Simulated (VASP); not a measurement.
# Nb (Fd-3m) in VASP: notebook

Runs on Nb. Level: PBE. Tasks: single point.

All numbers are computed with VASP 6.6.1; they aren't measurements. Logs are shortened: lines on timing, memory, paths and dates and some standing lists are left out, and cuts for length are marked.

## (1) The cell of the first run

The structure is cubic, space group Fd-3m (No. 227). Conventional cell: a = 5.951 Å, b = 5.951 Å, c = 5.951 Å, α = 90.00°, β = 90.00°, γ = 90.00°. Within 3.4 Å of Nb (site symmetry -43m) lie 4 Nb at 2.58 Å.

## (2) Single point, PBE

INCAR reads:

```
SYSTEM = Nb
PREC = Accurate ; ENCUT = 520
EDIFF = 1E-6 ; ISMEAR = -1
SIGMA = 0.06122561905347299 ; LREAL = .FALSE.
LASPH = .TRUE. ; NELM = 80
ALGO = Normal ; ISIF = 2
LWAVE = .FALSE. ; LCHARG = .FALSE.
GGA = PE ; NBANDS = 20
```

KPOINTS reads:

```
regular mesh
0
G
  11 11 11
  0 0 0
```

POSCAR reads:

```
Nb
1.0
    0.0000000000      2.9753515391      2.9753515391
    2.9753515391      0.0000000000      2.9753515391
    2.9753515391      2.9753515391      0.0000000000
Nb
2
Direct
    0.0000000000      0.0000000000      0.0000000000
    0.2500000000      0.2500000000      0.2500000000
```

Potentials or basis: VASP PAW PBE potentials, release 64 (Nb_sv).

Launch:

```bash
cat potpaw_PBE.64/Nb_sv/POTCAR > POTCAR
mpirun -np 1 vasp_std > vasp.out
```

OUTCAR:

```text
SYSTEM = Nb
   PREC = Accurate
   ENCUT = 520
   EDIFF = 1E-6
   ISMEAR = -1
   LREAL = .FALSE.
   LASPH = .TRUE.
   NELM = 80
   ISIF = 2
   GGA = PE

 ion  position               nearest neighbor table
   1  0.000  0.000  0.000-   2 2.58   2 2.58   2 2.58   2 2.58
   2  0.250  0.250  0.250-   1 2.58   1 2.58   1 2.58   1 2.58

  LATTYP: Found a face centered cubic cell.
 ALAT       =     5.9507030782

  Lattice vectors:

 A1 = (   0.0000000000,   2.9753515391,   2.9753515391)
 A2 = (   2.9753515391,   0.0000000000,   2.9753515391)
 A3 = (   2.9753515391,   2.9753515391,   0.0000000000)

Analysis of symmetry for initial positions (statically):
=====================================================================
 Subroutine PRICEL returns:
 Original cell was already a primitive cell.

 Routine SETGRP: Setting up the symmetry group for a
 face centered cubic supercell.

 Subroutine GETGRP returns: Found 48 space group operations
 (whereof 24 operations were pure point group operations)
 out of a pool of 48 trial point group operations.

The static configuration has the point symmetry T_d .
 The point group associated with its full space group is O_h .

Analysis of symmetry for dynamics (positions and initial velocities):
=====================================================================
 Subroutine PRICEL returns:
 Original cell was already a primitive cell.

 Routine SETGRP: Setting up the symmetry group for a
 face centered cubic supercell.

 Subroutine GETGRP returns: Found 48 space group operations
 (whereof 24 operations were pure point group operations)
 out of a pool of 48 trial point group operations.

The dynamic configuration has the point symmetry T_d .
 The point group associated with its full space group is O_h .

 Subroutine INISYM returns: Found 48 space group operations
 (whereof 24 operations are pure point group operations),
 and found     1 'primitive' translations

----------------------------------------------------------------------------------------

                                     Primitive cell

  volume of cell :      52.6799

  direct lattice vectors                    reciprocal lattice vectors
     0.000000000  2.975351539  2.975351539    -0.168047370  0.168047370  0.168047370
     2.975351539  0.000000000  2.975351539     0.168047370 -0.168047370  0.168047370
     2.975351539  2.975351539  0.000000000     0.168047370  0.168047370 -0.168047370

  length of vectors
     4.207782499  4.207782499  4.207782499     0.291066582  0.291066582  0.291066582

  position of ions in fractional coordinates (direct lattice)
[... 8 lines left out ...]
----------------------------------------------------------------------------------------

 KPOINTS: regular mesh

Automatic generation of k-mesh.
 Grid dimensions read from file:
 generate k-points for:   11   11   11

 Generating k-lattice:

  Cartesian coordinates                     Fractional coordinates (reciprocal lattice)
    -0.015277034  0.015277034  0.015277034     0.090909091  0.000000000  0.000000000
     0.015277034 -0.015277034  0.015277034     0.000000000  0.090909091  0.000000000
     0.015277034  0.015277034 -0.015277034     0.000000000  0.000000000  0.090909091

  Length of vectors
     0.026460598  0.026460598  0.026460598

  Shift w.r.t. Gamma in fractional coordinates (k-lattice)
     0.000000000  0.000000000  0.000000000

 Subroutine IBZKPT returns following result:
 ===========================================

 Found     56 irreducible k-points:

 Following reciprocal coordinates:
            Coordinates               Weight
  0.000000  0.000000  0.000000      1.000000
  0.090909  0.000000  0.000000      8.000000
  0.181818  0.000000  0.000000      8.000000
  0.272727  0.000000  0.000000      8.000000
  0.363636  0.000000  0.000000      8.000000
  0.454545  0.000000  0.000000      8.000000
[... 16 lines left out ...]
 -0.272727  0.181818  0.000000     24.000000
 -0.181818  0.181818  0.000000     12.000000
 [... further k-points ...]
   k-points           NKPTS =     56   k-points in BZ     NKDIM =     56   number of bands    NBANDS=     20
   number of dos      NEDOS =    301   number of ions     NIONS =      2
   total plane-waves  NPLWV =  32768
   dimension x,y,z NGX =    32 NGY =   32 NGZ =   32
   dimension x,y,z NGXF=    64 NGYF=   64 NGZF=   64
   ions per type =               2
   NGX,Y,Z   is equivalent  to a cutoff of  12.64, 12.64, 12.64 a.u.
   NGXF,Y,Z  is equivalent  to a cutoff of  25.29, 25.29, 25.29 a.u.
 SYSTEM =  Nb
   PREC   = accura    normal or accurate (medium, high low for compatibility)
   ISTART =      0    job   : 0-new  1-cont  2-samecut
   ICHARG =      2    charge: 1-file 2-atom 10-const
   ISPIN  =      1    spin polarized calculation?
   LNONCOLLINEAR =      F non collinear calculations
   LSORBIT =      F    spin-orbit coupling
   LASPH  =      T    aspherical Exc in radial PAW
   ENCUT  =  520.0 eV  38.22 Ry    6.18 a.u.   7.82  7.82  7.82*2*pi/ulx,y,z
   NELM   =     80;   NELMIN=  2; NELMDL= -5     # of ELM steps
   EDIFF  = 0.1E-05   stopping-criterion for ELM
   LREAL  =      F    real-space projection
   EDIFFG = 0.1E-04   stopping-criterion for IOM
   NSW    =      0    number of steps for IOM
   IBRION =     -1    ionic relax: 0-MD 1-quasi-New 2-CG
   NFREE  =      0    steps in history (QN), initial steepest desc. (CG)
   ISIF   =      2    stress and relaxation
   ISYM   =      2    0-nonsym 1-usesym 2-fastsym
   POTIM  = 0.5000    time-step for ionic-motion
   TEBEG  =    0.0;   TEEND  =   0.0 temperature during run
   PSTRESS=    0.0 pullay stress
   NELECT =      26.0000    total number of electrons
   NUPDOWN=      -1.0000    fix difference up-down
   EMIN   =  10.00;   EMAX   =-10.00  energy-range for DOS
   EFERMI =   0.00;   METHOD = LEGACY
   ISMEAR =    -1;   SIGMA  =   0.06  broadening in eV -4-tet -1-fermi 0-gaus
   EFERMI_NEDOS =   21; number of points for ismear=-14 and -15
   IALGO  =     38    algorithm
   IMIX   =      4    mixing-type and parameters
     AMIX     =   0.40;   BMIX     =  1.00
     AMIX_MAG =   1.60;   BMIX_MAG =  1.00
  volume/ion in A,a.u.               =      26.34       177.75
  Fermi-wavevector in a.u.,A,eV,Ry     =   1.293752  2.444837 22.773349  1.673794
  Thomas-Fermi vector in A             =   2.425378
   LORBIT       =      0    0 simple, 1 ext, 2 COOP (PROOUT), +10 PAW based schemes
   GGA     = PE    functional components
[... 5 lines left out ...]
 non-spin polarized calculation
  energy-cutoff  :      520.00
  volume of cell :       52.68
 maximum number of plane-waves:      1431
   NGX = 15   NGY = 15   NGZ = 15

 number of electron      25.9999999 magnetization

 Free energy of the ion-electron system (eV)
  ---------------------------------------------------
  ext. energy  EPLUGINS =         0.00000000
  ---------------------------------------------------
  free energy    TOTEN  =       -15.37047087 eV

  energy without entropy =      -15.32491697  energy(sigma->0) =      -15.34769392

 E-fermi :   6.4923     XC(G=0): -10.2262

 val. band max:        6.4902404796   @ k =  -0.4545   0.1818   0.0000
 cond. band min:       6.5112703250   @ k =   0.1818   0.0909   0.0000
 fundamental gap:      0.0210298454
 Fermi energy:         6.4922722624

 k-point     1 :       0.0000    0.0000    0.0000
  band No.  band energies     occupation
      1     -48.0050      2.00000
      2     -47.3698      2.00000
      3     -24.3852      2.00000
      4     -24.3852      2.00000
      5     -24.3852      2.00000
      6     -23.3246      2.00000
[... 12 lines left out ...]
     19      11.5998      0.00000
     20      16.9240      0.00000

 k-point     2 :       0.0909    0.0000    0.0000
  band No.  band energies     occupation
      1     -47.9958      2.00000
      2     -47.3797      2.00000
      3     -24.3964      2.00000
      4     -24.3964      2.00000
      5     -24.3848      2.00000
      6     -23.3252      2.00000
[... 12 lines left out ...]
     19      11.5769      0.00000
     20      16.3943      0.00000

 k-point     3 :       0.1818    0.0000    0.0000
  band No.  band energies     occupation
      1     -47.9692      2.00000
      2     -47.4080      2.00000
      3     -24.4250      2.00000
      4     -24.4250      2.00000
      5     -24.3842      2.00000
      6     -23.3264      2.00000
[... 12 lines left out ...]
     19      11.4988      0.00000
     20      15.8941      0.00000

 k-point     4 :       0.2727    0.0000    0.0000
  band No.  band energies     occupation
      1     -47.9297      2.00000
      2     -47.4497      2.00000
      3     -24.4602      2.00000
      4     -24.4602      2.00000
      5     -24.3844      2.00000
      6     -23.3266      2.00000
[... 12 lines left out ...]
     19      11.3410      0.00000
     20      14.4855      0.00000

 k-point     5 :       0.3636    0.0000    0.0000
  band No.  band energies     occupation
      1     -47.8862      2.00000
      2     -47.4952      2.00000
      3     -24.4907      2.00000
      4     -24.4907      2.00000
      5     -24.3856      2.00000
      6     -23.3255      2.00000
[... 12 lines left out ...]
     19      11.0889      0.00000
     20      12.7426      0.00000

 k-point     6 :       0.4545    0.0000    0.0000
  band No.  band energies     occupation
      1     -47.8547      2.00000
      2     -47.5279      2.00000
      3     -24.5081      2.00000
      4     -24.5081      2.00000
      5     -24.3868      2.00000
      6     -23.3243      2.00000
[... 12 lines left out ...]
     19      10.8206      0.00000
     20      11.6040      0.00000

 k-point     7 :       0.0909    0.0909    0.0000
  band No.  band energies     occupation
      1     -47.9926      2.00000
      2     -47.3831      2.00000
      3     -24.4097      2.00000
      4     -24.4097      2.00000
      5     -24.3640      2.00000
      6     -23.3475      2.00000
[... 12 lines left out ...]
     19      11.7062      0.00000
     20      16.2800      0.00000
[... 277 lines left out ...]
 k-point    20 :       0.4545    0.1818    0.0000
  band No.  band energies     occupation
      1     -47.8408      2.00000
      2     -47.5423      2.00000
      3     -24.5914      2.00000
      4     -24.5492      2.00000
      5     -24.2113      2.00000
      6     -23.4993      2.00000
[... 12 lines left out ...]
     19      11.3084      0.00000
     20      12.1789      0.00000

 k-point    21 :      -0.4545    0.1818    0.0000
  band No.  band energies     occupation
      1     -47.8177      2.00000
      2     -47.5661      2.00000
      3     -24.6144      2.00000
      4     -24.5460      2.00000
      5     -24.2076      2.00000
      6     -23.4998      2.00000
[... 12 lines left out ...]
     19      10.9742      0.00000
     20      11.4718      0.00000

 k-point    22 :      -0.3636    0.1818    0.0000
  band No.  band energies     occupation
      1     -47.8319      2.00000
      2     -47.5515      2.00000
      3     -24.6141      2.00000
      4     -24.5256      2.00000
      5     -24.2260      2.00000
      6     -23.4801      2.00000
[... 12 lines left out ...]
     19      11.4693      0.00000
     20      11.9542      0.00000

 k-point    23 :      -0.2727    0.1818    0.0000
  band No.  band energies     occupation
      1     -47.8715      2.00000
      2     -47.5105      2.00000
      3     -24.5884      2.00000
      4     -24.4934      2.00000
      5     -24.2630      2.00000
      6     -23.4439      2.00000
[... 12 lines left out ...]
     19      11.7429      0.00000
     20      13.3130      0.00000

 k-point    24 :      -0.1818    0.1818    0.0000
  band No.  band energies     occupation
      1     -47.9147      2.00000
      2     -47.4654      2.00000
      3     -24.5406      2.00000
      4     -24.4584      2.00000
      5     -24.3093      2.00000
      6     -23.3995      2.00000
[... 12 lines left out ...]
     19      11.8079      0.00000
     20      14.9859      0.00000

 [... further k-points ...]

------------------------ aborting loop because EDIFF is reached ----------------------------------------

  FORCE on cell =-STRESS in cart. coord.  units (eV):
  Direction    XX          YY          ZZ          XY          YZ          ZX
  --------------------------------------------------------------------------------------
  -------------------------------------------------------------------------------------
  Total       -0.4416266     -0.4416266     -0.4416266      0.0000000      0.0000000      0.0000000
  in kB      -13.4313906    -13.4313906    -13.4313906      0.0000000      0.0000000      0.0000000
  external PRESSURE =     -13.4313906 kB  Pullay stress =       0.0000000 kB

 VOLUME and BASIS-vectors are now :
 -----------------------------------------------------------------------------
  energy-cutoff  :      520.00
  volume of cell :       52.68
      direct lattice vectors                 reciprocal lattice vectors
     0.000000000  2.975351539  2.975351539    -0.168047370  0.168047370  0.168047370
     2.975351539  0.000000000  2.975351539     0.168047370 -0.168047370  0.168047370
     2.975351539  2.975351539  0.000000000     0.168047370  0.168047370 -0.168047370

 POSITION                                       TOTAL-FORCE (eV/Angst)
 -----------------------------------------------------------------------------------
      0.00000      0.00000      0.00000        -0.000000     -0.000000     -0.000000
      1.48768      1.48768      1.48768         0.000000      0.000000      0.000000
 -----------------------------------------------------------------------------------
    total drift:                               -0.000000      0.000000      0.000000

  FREE ENERGIE OF THE ION-ELECTRON SYSTEM (eV)
  ---------------------------------------------------
  free  energy   TOTEN  =       -15.3704708671 eV

  energy  without entropy=      -15.3249169665  energy(sigma->0) =      -15.34769392
```

Run time: 68 s. Hardware: 1 thread of AMD EPYC 7R43 (Zen 3), shared host; peak memory 0.16 GiB.

What came out:

- Free energy: -15.3705 eV
- Pressure: -1.3 GPa
- Band gap on the k mesh: zero (band 13 reaches 6.81 eV, above the bottom of band 14 at 5.83 eV)

## (3) Single point, PBE

INCAR reads:

```
PREC = Accurate
ENCUT = 520
EDIFF = 1E-6
ISMEAR = -1
SIGMA = 0.06122561905347299
LREAL = F
LASPH = T
NELM = 100
ALGO = Normal
ISIF = 2
LWAVE = F
LCHARG = F
GGA = PE
NBANDS = 20
```

KPOINTS reads:

```
regular mesh
0
Gamma
  11 11 11
```

POSCAR is that of step 2.

Potentials or basis: VASP PAW PBE potentials, release 64 (Nb_sv).

Launch:

```bash
cat potpaw_PBE.64/Nb_sv/POTCAR > POTCAR
mpirun -np 1 vasp_std > vasp.out
```

Wall time 67 s (1 thread of AMD EPYC 7R43 (Zen 3), shared host); peak memory 0.16 GiB.

Results (log left out):

```yaml
Free_energy: -15.3705 eV
Pressure: -1.3 GPa
Band_gap_on_the_k_mesh: zero (band 13 reaches 6.81 eV, above the bottom of band 14 at 5.83 eV)
```

Levels at points of the mesh, in eV from the Fermi level:
| k point | band 11 | band 12 | band 13 | band 14 | band 15 | band 16 |
| --- | --- | --- | --- | --- | --- | --- |
| (0.00, 0.00, 0.00) | -1.37 | -0.52 | -0.52 | -0.52 | 1.87 | 1.87 |

## (4) Single point, PBE

This run uses another cell than the first one, of 26.86 Å³/atom, 1.020 times its volume.

INCAR reads:

```
PREC     = Accurate       # precision mode
ENCUT    = 520            # plane-wave cutoff, eV
EDIFF    = 1E-6           # SCF threshold, eV
ISMEAR   = -1             # smearing method
SIGMA    = 0.06122561905347299 # smearing width, eV
LREAL    = F              # projectors in reciprocal space
LASPH    = T              # aspherical terms in the spheres
NELM     = 60             # most SCF steps
ALGO     = Normal         # electronic algorithm
ISIF     = 2              # what is computed and relaxed
LWAVE    = F              # write WAVECAR
LCHARG   = T              # write CHGCAR
GGA      = PE             # functional
LELF     = T              # ELF
LVHAR    = T            
NBANDS   = 20             # bands
```

KPOINTS reads:

```
Automatic mesh
0
Gamma
  11 11 11
```

POSCAR reads:

```
Nb
1.0
    0.0000000000      2.9946725450      2.9946725450
    2.9946725450      0.0000000000      2.9946725450
    2.9946725450      2.9946725450      0.0000000000
Nb
2
Direct
    0.0000000000      0.0000000000      0.0000000000
    0.2500000000      0.2500000000      0.2500000000
```

Launch:

```bash
cat potpaw_PBE.64/Nb_sv/POTCAR > POTCAR
mpirun -np 1 vasp_std > vasp.out
```

Run time: 80 s. Hardware: 1 thread of AMD EPYC 7R43 (Zen 3), shared host; peak memory 0.15 GiB.

It converged, with:

```yaml
Free_energy: -15.3586 eV
Pressure: -2.5 GPa
Band_gap_on_the_k_mesh: zero (band 13 reaches 6.59 eV, above the bottom of band 14 at 5.66 eV)
```

Levels at points of the mesh, in eV from the Fermi level:
```tsv
k point	band 9	band 10	band 11	band 12	band 13	band 14	band 15	band 16	band 17	band 18
(0.00, 0.00, 0.00)	-4.33	-1.31	-1.31	-0.51	-0.51	-0.51	1.84	1.84	1.84	5.00
```

## (5) Single point, PBE

This run uses another cell than the first one, of 27.37 Å³/atom, 1.039 times its volume.

INCAR reads:

```
  ALGO = Normal
  EDIFF = 1E-6
  ENCUT = 520
  GGA = PE
  ISIF = 2
  ISMEAR = -1
  LASPH = T
  LCHARG = F
  LREAL = F
  LWAVE = F
  NBANDS = 20
  NELM = 60
  PREC = Accurate
  SIGMA = 0.06122561905347299
```

KPOINTS reads:

```
k-points
0
Gamma
  11 11 11
```

POSCAR reads:

```
Nb
1.0
    0.0000000000      3.0137474067      3.0137474067
    3.0137474067      0.0000000000      3.0137474067
    3.0137474067      3.0137474067      0.0000000000
Nb
2
Direct
    0.0000000000      0.0000000000      0.0000000000
    0.2500000000      0.2500000000      0.2500000000
```

Launch:

```bash
cat potpaw_PBE.64/Nb_sv/POTCAR > POTCAR
mpirun -np 1 vasp_std > vasp.out
```

It took 77 s on 1 thread of AMD EPYC 7R43 (Zen 3), shared host; peak memory 0.16 GiB.

The run converged. Its results:

```
Free energy            : -15.3397 eV
Pressure               : -3.5 GPa
Band gap on the k mesh : zero (band 13 reaches 6.38 eV, above the bottom of band 14 at 5.50 eV)
```

Levels at points of the mesh, in eV from the Fermi level:
```
           k point  band 11  band 12  band 13  band 14  band 15  band 16
(0.00, 0.00, 0.00)    -1.26    -0.50    -0.50    -0.50     1.81     1.81
```

## (6) Overview

```tsv
cell	gap on the mesh (eV)	pressure (GPa)
a = 4.208 Å, angles 60.0°, 2 atoms	none	-1.3
a = 4.235 Å, angles 60.0°, 2 atoms	none	-2.5
a = 4.262 Å, angles 60.0°, 2 atoms	none	-3.5
```

Alike in all rows: task single point; level PBE; potentials or basis VASP PAW PBE potentials, release 64 (Nb_sv); no spin polarisation; k mesh 11 × 11 × 11; cutoff (eV) 520; smearing fermi-dirac 0.0612256 eV.

Total energies depend on the potentials used, so only differences within one code and one set of settings carry meaning.
